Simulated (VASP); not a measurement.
Here is a VASP 6.6.1 calculation.

File INCAR:

```
  ALGO = Normal
  EDIFF = 1E-7
  ENCUT = 520
  GGA = PE
  ISIF = 2
  ISMEAR = -1
  LASPH = T
  LCHARG = F
  LREAL = F
  LWAVE = F
  NBANDS = 13
  NELM = 100
  PREC = Accurate
  SIGMA = 0.05
```

Contents of KPOINTS:

```
k-points
0
Gamma
  18 18 18
```

POSCAR

```
W
1.0
    0.0000000000      2.0187740427      2.0187740427
    2.0187740427      0.0000000000      2.0187740427
    2.0187740427      2.0187740427      0.0000000000
W
1
Direct
    0.0000000000      0.0000000000      0.0000000000
```

Potentials or basis: VASP PAW PBE potentials, release 64 (W_sv).

Run with:

```bash
$ cat potpaw_PBE.64/W_sv/POTCAR > POTCAR
$ mpirun -np 1 vasp_std > vasp.out
```

Estimate the pressure.

0.4 GPa.

Predict the band gap on the k mesh.

zero (bands 7 and 8 overlap by 3.59 eV).

Caveat: spin-orbit coupling is left out, which moves the levels of the heavy elements.
